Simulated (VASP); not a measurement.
# LiCd (Fd-3m) in VASP: single point with LDA

Aim: the single point of LiCd with LDA.

Everything below comes from runs of VASP 6.6.1. Logs are shortened: lines on timing, memory, paths and dates and some standing lists are left out, and cuts for length are marked.

**1. The cell of the first run**

Symmetry: Fd-3m, No. 227, cubic system. Conventional cell: a = 6.665 Å, b = 6.665 Å, c = 6.665 Å, α = 90.00°, β = 90.00°, γ = 90.00°. Li (site symmetry -43m) has 4 Li at 2.89 Å and 10 Cd at 2.89 to 3.33 Å within 3.8 Å. Within 3.8 Å of Cd (site symmetry -43m) lie 10 Li at 2.89 to 3.33 Å and 4 Cd at 2.89 Å.

**2. Single point, LDA, collinear spin, zero start**

Contents of INCAR:

```
  PREC = Accurate
  ENCUT = 520
  EDIFF = 1E-6
  ISMEAR = 0
  SIGMA = 0.02
  LREAL = F
  LASPH = T
  NELM = 150
  ALGO = Normal
  ISIF = 2
  LWAVE = F
  LCHARG = F
  ISPIN = 2
  MAGMOM = 0 0 0 0
  LORBIT = 11
  GGA = CA
  NBANDS = 27
  ISYM = 0
```

Contents of KPOINTS:

```
Automatic mesh
0
Gamma
  8 8 8
  0.5 0.5 0.5
```

Contents of POSCAR:

```
LiCd
1.0
    0.0000000000      3.3324200000      3.3324200000
    3.3324200000      0.0000000000      3.3324200000
    3.3324200000      3.3324200000      0.0000000000
Li Cd
2 2
Direct
    0.2500000000      0.2500000000      0.2500000000
    0.0000000000      0.0000000000      0.0000000000
    0.7500000000      0.7500000000      0.7500000000
    0.5000000000      0.5000000000      0.5000000000
```

Potentials or basis: VASP PAW LDA potentials, release 64 (Li_sv, Cd).

Run with:

```bash
> cat potpaw_LDA.64/Li_sv/POTCAR potpaw_LDA.64/Cd/POTCAR > POTCAR
> mpirun -np 1 vasp_std > vasp.out
```

OUTCAR:

```text
PREC = Accurate
   ENCUT = 520
   EDIFF = 1E-6
   ISMEAR = 0
   LREAL = F
   LASPH = T
   NELM = 150
   ISIF = 2
   ISPIN = 2
   LORBIT = 11
   GGA = CA
   ISYM = 0

 ion  position               nearest neighbor table
   1  0.250  0.250  0.250-   4 2.89   4 2.89   4 2.89   4 2.89
   2  0.000  0.000  0.000-   3 2.89   3 2.89   3 2.89   3 2.89
   3  0.750  0.750  0.750-   4 2.89   4 2.89   4 2.89   2 2.89   4 2.89   2 2.89   2 2.89   2 2.89

   4  0.500  0.500  0.500-   1 2.89   1 2.89   1 2.89   1 2.89   3 2.89   3 2.89   3 2.89   3 2.89

IMPORTANT INFORMATION: All symmetrisations will be switched off!
NOSYMM: (Re-)initialisation of all symmetry stuff for point group C_1.

----------------------------------------------------------------------------------------

                                     Primitive cell

  volume of cell :      74.0132

  direct lattice vectors                    reciprocal lattice vectors
     0.000000000  3.332420000  3.332420000    -0.150041111  0.150041111  0.150041111
     3.332420000  0.000000000  3.332420000     0.150041111 -0.150041111  0.150041111
     3.332420000  3.332420000  0.000000000     0.150041111  0.150041111 -0.150041111

  length of vectors
     4.712753560  4.712753560  4.712753560     0.259878828  0.259878828  0.259878828

  position of ions in fractional coordinates (direct lattice)
     0.250000000  0.250000000  0.250000000
     0.000000000  0.000000000  0.000000000
     0.750000000  0.750000000  0.750000000
     0.500000000  0.500000000  0.500000000

  ion indices of the primitive-cell ions
   primitive index   ion index
                 1           1
                 2           2
                 3           3
                 4           4

----------------------------------------------------------------------------------------

 KPOINTS: Automatic mesh

Automatic generation of k-mesh.
 Grid dimensions read from file:
 generate k-points for:    8    8    8

 Generating k-lattice:

  Cartesian coordinates                     Fractional coordinates (reciprocal lattice)
    -0.018755139  0.018755139  0.018755139     0.125000000  0.000000000  0.000000000
     0.018755139 -0.018755139  0.018755139     0.000000000  0.125000000  0.000000000
     0.018755139  0.018755139 -0.018755139     0.000000000  0.000000000  0.125000000

  Length of vectors
     0.032484853  0.032484853  0.032484853

  Shift w.r.t. Gamma in fractional coordinates (k-lattice)
     0.500000000  0.500000000  0.500000000

 Subroutine IBZKPT returns following result:
 ===========================================

 Found   1024 irreducible k-points:

 Following reciprocal coordinates:
            Coordinates               Weight
  0.062500  0.062500  0.062500      2.000000
  0.062500  0.000000  0.000000      2.000000
  0.000000  0.000000 -0.062500      2.000000
  0.000000  0.062500  0.000000      2.000000
  0.187500  0.062500  0.062500      2.000000
  0.062500  0.187500  0.062500      2.000000
[... 16 lines left out ...]
  0.000000  0.250000 -0.062500      2.000000
  0.250000  0.000000 -0.062500      2.000000
 [... further k-points ...]
   k-points           NKPTS =   1024   k-points in BZ     NKDIM =   1024   number of bands    NBANDS=     27
   number of dos      NEDOS =    301   number of ions     NIONS =      4
   total plane-waves  NPLWV =  46656
   dimension x,y,z NGX =    36 NGY =   36 NGZ =   36
   dimension x,y,z NGXF=    72 NGYF=   72 NGZF=   72
   ions per type =               2   2
   NGX,Y,Z   is equivalent  to a cutoff of  12.70, 12.70, 12.70 a.u.
   NGXF,Y,Z  is equivalent  to a cutoff of  25.40, 25.40, 25.40 a.u.
 SYSTEM =  unknown system
   PREC   = accura    normal or accurate (medium, high low for compatibility)
   ISTART =      0    job   : 0-new  1-cont  2-samecut
   ICHARG =      2    charge: 1-file 2-atom 10-const
   ISPIN  =      2    spin polarized calculation?
   LNONCOLLINEAR =      F non collinear calculations
   LSORBIT =      F    spin-orbit coupling
   LASPH  =      T    aspherical Exc in radial PAW
   ENCUT  =  520.0 eV  38.22 Ry    6.18 a.u.   8.76  8.76  8.76*2*pi/ulx,y,z
   NELM   =    150;   NELMIN=  2; NELMDL= -5     # of ELM steps
   EDIFF  = 0.1E-05   stopping-criterion for ELM
   LREAL  =      F    real-space projection
   EDIFFG = 0.1E-04   stopping-criterion for IOM
   NSW    =      0    number of steps for IOM
   IBRION =     -1    ionic relax: 0-MD 1-quasi-New 2-CG
   NFREE  =      0    steps in history (QN), initial steepest desc. (CG)
   ISIF   =      2    stress and relaxation
   ISYM   =      0    0-nonsym 1-usesym 2-fastsym
   POTIM  = 0.5000    time-step for ionic-motion
   TEBEG  =    0.0;   TEEND  =   0.0 temperature during run
   PSTRESS=    0.0 pullay stress
   NELECT =      30.0000    total number of electrons
   NUPDOWN=      -1.0000    fix difference up-down
   EMIN   =  10.00;   EMAX   =-10.00  energy-range for DOS
   EFERMI =   0.00;   METHOD = LEGACY
   ISMEAR =     0;   SIGMA  =   0.02  broadening in eV -4-tet -1-fermi 0-gaus
   EFERMI_NEDOS =   21; number of points for ismear=-14 and -15
   IALGO  =     38    algorithm
   IMIX   =      4    mixing-type and parameters
     AMIX     =   0.40;   BMIX     =  1.00
     AMIX_MAG =   1.60;   BMIX_MAG =  1.00
  volume/ion in A,a.u.               =      18.50       124.87
  Fermi-wavevector in a.u.,A,eV,Ry     =   1.211562  2.289520 19.971742  1.467882
  Thomas-Fermi vector in A             =   2.347073
   LORBIT       =     11    0 simple, 1 ext, 2 COOP (PROOUT), +10 PAW based schemes
   GGA     = CA    functional components
   LHFCALC =     F    Hartree Fock is set to
   AEXX    =    0.0000 exact exchange contribution
   IVDW    =     0    specifies the selected vdW correction
   LEPSILON=     F    determine dielectric tensor
   LRPA    =     F    only Hartree local field effects (RPA)
 spin polarized calculation
 Gauss-broadening in eV      SIGMA  =   0.02
  energy-cutoff  :      520.00
  volume of cell :       74.01
 maximum number of plane-waves:      2006
   NGX = 17   NGY = 17   NGZ = 17

 number of electron      30.0000025 magnetization      -0.0000100

 number of electron      30.0000025 magnetization       0.0000054

 Free energy of the ion-electron system (eV)
  ---------------------------------------------------
  ext. energy  EPLUGINS =         0.00000000
  ---------------------------------------------------
  free energy    TOTEN  =        -8.29131828 eV

  energy without entropy =       -8.29043140  energy(sigma->0) =       -8.29087484

 E-fermi :   1.9884     XC(G=0):  -9.8902

 val. band max:        1.9833541485   @ k =   0.0625   0.3125   0.3125
 cond. band min:       1.9885393278   @ k =   0.4375  -0.3750  -0.2500
 fundamental gap:      0.0051851793
 Fermi energy:         1.9884358904

 spin component 1

 k-point     1 :       0.0625    0.0625    0.0625
  band No.  band energies     occupation
      1     -43.4683      1.00000
      2     -43.4426      1.00000
      3      -7.0779      1.00000
      4      -7.0779      1.00000
      5      -7.0568      1.00000
      6      -6.9944      1.00000
[... 19 lines left out ...]
     26      11.1762      0.00000
     27      14.7358      0.00000

 k-point     2 :       0.0625    0.0000    0.0000
  band No.  band energies     occupation
      1     -43.4683      1.00000
      2     -43.4426      1.00000
      3      -7.0779      1.00000
      4      -7.0779      1.00000
      5      -7.0568      1.00000
      6      -6.9944      1.00000
[... 652 lines left out ...]
 k-point    24 :       0.2500    0.0000   -0.0625
  band No.  band energies     occupation
      1     -43.4651      1.00000
      2     -43.4457      1.00000
      3      -7.1516      1.00000
      4      -7.1103      1.00000
      5      -7.0387      1.00000
      6      -6.9223      1.00000
[... 19 lines left out ...]
     26      14.3134      0.00000
     27      14.6965      0.00000

 [... further k-points ...]

 Fermi energy:         1.9884358904

 spin component 2

 k-point     1 :       0.0625    0.0625    0.0625
  band No.  band energies     occupation
      1     -43.4683      1.00000
      2     -43.4426      1.00000
      3      -7.0779      1.00000
      4      -7.0779      1.00000
      5      -7.0568      1.00000
      6      -6.9944      1.00000
[... 19 lines left out ...]
     26      11.1762      0.00000
     27      14.7358      0.00000

 k-point     2 :       0.0625    0.0000    0.0000
  band No.  band energies     occupation
      1     -43.4683      1.00000
      2     -43.4426      1.00000
      3      -7.0779      1.00000
      4      -7.0779      1.00000
      5      -7.0568      1.00000
      6      -6.9944      1.00000
[... 652 lines left out ...]
 k-point    24 :       0.2500    0.0000   -0.0625
  band No.  band energies     occupation
      1     -43.4651      1.00000
      2     -43.4457      1.00000
      3      -7.1516      1.00000
      4      -7.1103      1.00000
      5      -7.0387      1.00000
      6      -6.9223      1.00000
[... 19 lines left out ...]
     26      14.3134      0.00000
     27      14.6965      0.00000

 [... further k-points ...]

------------------------ aborting loop because EDIFF is reached ----------------------------------------

  FORCE on cell =-STRESS in cart. coord.  units (eV):
  Direction    XX          YY          ZZ          XY          YZ          ZX
  --------------------------------------------------------------------------------------
  -------------------------------------------------------------------------------------
  Total       -1.4747409     -1.4747409     -1.4747407      0.0000034      0.0000034      0.0000007
  in kB      -31.9239860    -31.9239856    -31.9239823      0.0000729      0.0000740      0.0000146
  external PRESSURE =     -31.9239846 kB  Pullay stress =       0.0000000 kB

 VOLUME and BASIS-vectors are now :
 -----------------------------------------------------------------------------
  energy-cutoff  :      520.00
  volume of cell :       74.01
      direct lattice vectors                 reciprocal lattice vectors
     0.000000000  3.332420000  3.332420000    -0.150041111  0.150041111  0.150041111
     3.332420000  0.000000000  3.332420000     0.150041111 -0.150041111  0.150041111
     3.332420000  3.332420000  0.000000000     0.150041111  0.150041111 -0.150041111

 POSITION                                       TOTAL-FORCE (eV/Angst)
 -----------------------------------------------------------------------------------
      1.66621      1.66621      1.66621         0.000000     -0.000000      0.000000
      0.00000      0.00000      0.00000        -0.000001     -0.000000     -0.000000
      4.99863      4.99863      4.99863         0.000001     -0.000000     -0.000000
      3.33242      3.33242      3.33242         0.000000      0.000000      0.000000
 -----------------------------------------------------------------------------------
    total drift:                               -0.000002      0.000000      0.000000

  FREE ENERGIE OF THE ION-ELECTRON SYSTEM (eV)
  ---------------------------------------------------
  free  energy   TOTEN  =        -8.2913182796 eV

  energy  without entropy=       -8.2904313994  energy(sigma->0) =       -8.29087484

 total charge

# of ion       s       p       d       tot
------------------------------------------
    1        2.021   0.063   0.000   2.085
    2        2.021   0.063   0.000   2.085
    3        0.570   0.352   9.441  10.363
    4        0.570   0.352   9.441  10.363
--------------------------------------------------
tot          5.183   0.830  18.882  24.895

 magnetization (x)

# of ion       s       p       d       tot
------------------------------------------
    1       -0.000  -0.000   0.000  -0.000
    2        0.000  -0.000   0.000  -0.000
    3       -0.000  -0.000   0.000  -0.000
    4        0.000  -0.000   0.000  -0.000
--------------------------------------------------
tot         -0.000  -0.000   0.000  -0.000
```

Wall time 39 min (1 thread of Intel Xeon Platinum 8259CL at 2.50GHz (Skylake/Cascade Lake), shared host); peak memory 2.3 GiB.

What came out:

```yaml
Free_energy: -8.2913 eV
Band_gap_on_the_k_mesh: zero (filled and empty bands overlap)
Net_moment: 0.00 μB per cell
Valence_electrons_inside_the_program's_atomic_spheres: Li 2.08; Cd 10.36
```

Caveat: the cutoff is under 1.25 times the usual one of these potentials, so pressure, stress and relaxed cells hold a basis-set (Pulay) error.
